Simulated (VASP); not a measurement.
Write the native input for VASP 6.6.1 that does the following.

```yaml
Task: single point
Functional: r2SCAN
Dispersion: D3(BJ)
Potentials_or_basis: VASP PAW PBE potentials, release 64 (C, H)
Cutoff: 520 eV
k_mesh: 1 × 1 × 1
Occupations: fermi-dirac, width 0.05 eV
Spin: no spin polarisation
Dipole_correction: no
Further_INCAR_settings: LREAL = Auto; ALGO = Normal; EDIFF = 1e-06; NBANDS = 58
```

The system is H4C.

```
CELL_PARAMETERS angstrom
8.68543 0.00000 0.00000
0.00000 8.68543 0.00000
0.00000 0.00000 8.68543
ATOMIC_POSITIONS crystal
C 0.52349 0.04338 0.54028
C 0.47570 0.47602 0.23780
C 0.61242 0.78187 0.96316
C 0.21275 0.69530 0.69748
C 0.74755 0.16167 0.14872
C 0.09002 0.38732 0.31909
C 0.89869 0.17365 0.73393
C 0.65030 0.54204 0.62060
H 0.58315 0.14711 0.57747
H 0.47663 0.98452 0.64055
H 0.60422 0.96765 0.48172
H 0.43035 0.07407 0.46213
H 0.46641 0.57554 0.31349
H 0.44823 0.37224 0.30229
H 0.59253 0.46766 0.19353
H 0.39542 0.48843 0.14231
H 0.71143 0.85485 0.93938
H 0.54740 0.82937 0.05909
H 0.65130 0.66656 0.99235
H 0.53945 0.77615 0.86156
H 0.27905 0.79869 0.67315
H 0.13953 0.71539 0.79705
H 0.29082 0.60042 0.72132
H 0.14178 0.66728 0.59822
H 0.76835 0.03965 0.16743
H 0.73348 0.21892 0.25907
H 0.64323 0.17637 0.08100
H 0.84456 0.21164 0.08731
H 0.10900 0.50676 0.28663
H 0.96734 0.36335 0.32188
H 0.13958 0.36658 0.43220
H 0.14510 0.31248 0.23511
H 0.99422 0.09762 0.76180
H 0.92329 0.28911 0.77573
H 0.79438 0.13106 0.78848
H 0.88276 0.17676 0.60980
H 0.74018 0.59753 0.68775
H 0.59071 0.45825 0.69213
H 0.70090 0.48434 0.52168
H 0.56868 0.62838 0.58118
```

These files were run (other wordings do the same):

POSCAR

```
H4C
1.0
    8.6854290000      0.0000000000      0.0000000000
    0.0000000000      8.6854290000      0.0000000000
    0.0000000000      0.0000000000      8.6854290000
C H
8 32
Direct
    0.5234895700      0.0433751179      0.5402819189
    0.4756980095      0.4760209510      0.2378046268
    0.6124215052      0.7818659443      0.9631609974
    0.2127516711      0.6953047223      0.6974841363
    0.7475464107      0.1616681177      0.1487174503
    0.0900218074      0.3873195342      0.3190894992
    0.8986878590      0.1736545777      0.7339274102
    0.6502985700      0.5420418228      0.6206025142
    0.5831539624      0.1471074044      0.5774711792
    0.4766256729     -0.0154759942      0.6405521177
    0.6042232430     -0.0323509789      0.4817165764
    0.4303464994      0.0740655652      0.4621287361
    0.4664095099      0.5755409190      0.3134879025
    0.4482270413      0.3722355193      0.3022870505
    0.5925280535      0.4676639146      0.1935259560
    0.3954173167      0.4884255602      0.1423077797
    0.7114270877      0.8548542728      0.9393835327
    0.5474047590      0.8293661163      1.0590887526
    0.6512996066      0.6665593290      0.9923547854
    0.5394532702      0.7761542066      0.8615640286
    0.2790455194      0.7986857579      0.6731535829
    0.1395285135      0.7153885778      0.7970506061
    0.2908212224      0.6004159059      0.7213191862
    0.1417832449      0.6672791482      0.5982235890
    0.7683451888      0.0396462590      0.1674262064
    0.7334794994      0.2189166579      0.2590716235
    0.6432267396      0.1763660030      0.0809978802
    0.8445565906      0.2116406418      0.0873055345
    0.1089972863      0.5067599719      0.2866256688
   -0.0326559198      0.3633549502      0.3218809541
    0.1395843110      0.3665792737      0.4322032971
    0.1450961700      0.3124815995      0.2351063109
    0.9942221591      0.0976218589      0.7618001604
    0.9232863848      0.2891114154      0.7757282222
    0.7943772446      0.1310562166      0.7884848012
    0.8827581513      0.1767584974      0.6098015877
    0.7401769664      0.5975280022      0.6877537700
    0.5907122937      0.4582480361      0.6921298810
    0.7009030299      0.4843401003      0.5216750730
    0.5686848783      0.6283835041      0.5811849137
```

INCAR.step1

```
ALGO = Normal ; EDIFF = 1E-4
ENCUT = 520 ; GGA = PE
ISMEAR = -1 ; LASPH = True
LCHARG = False ; LREAL = Auto
LWAVE = True ; NBANDS = 58
NELM = 100 ; PREC = Accurate
SIGMA = 0.05
```

INCAR.step2

```
ALGO = Normal ; EDIFF = 1E-6
ENCUT = 520 ; ISIF = 2
ISMEAR = -1 ; ISTART = 1
IVDW = 12 ; LASPH = True
LCHARG = False ; LMIXTAU = True
LREAL = Auto ; LWAVE = False
METAGGA = R2SCAN ; NBANDS = 58
NELM = 100 ; PREC = Accurate
SIGMA = 0.05 ; VDW_A1 = 0.49484001
VDW_A2 = 5.73083694 ; VDW_S6 = 1.0
VDW_S8 = 0.78981345
```

KPOINTS

```
k-points
0
Gamma
  1 1 1
```

Potentials or basis: VASP PAW PBE potentials, release 64 (C, H).

Launch:

```sh
$ cat potpaw_PBE.64/C/POTCAR potpaw_PBE.64/H/POTCAR > POTCAR
$ cp INCAR.step1 INCAR
$ mpirun -np 1 vasp_gam > vasp.out
$ cp INCAR.step2 INCAR
$ mpirun -np 1 vasp_gam > vasp.out
```

It gave:

```json
{"Pressure": "0.0 GPa", "Largest force": "0.071 eV/Å", "Band gap on the k mesh": "8.34 eV", "Dispersion energy per atom": "-0.010 eV"}
```

Caveat: the k points lie up to 0.72 Å⁻¹ apart; the PAW data sets were made with another functional, which shifts forces and pressure a little.

Run time: 5 min on 1 thread of Intel(R) Xeon(R) Platinum 8488C (Sapphire Rapids) (shared host), peak memory 0.75 GiB.
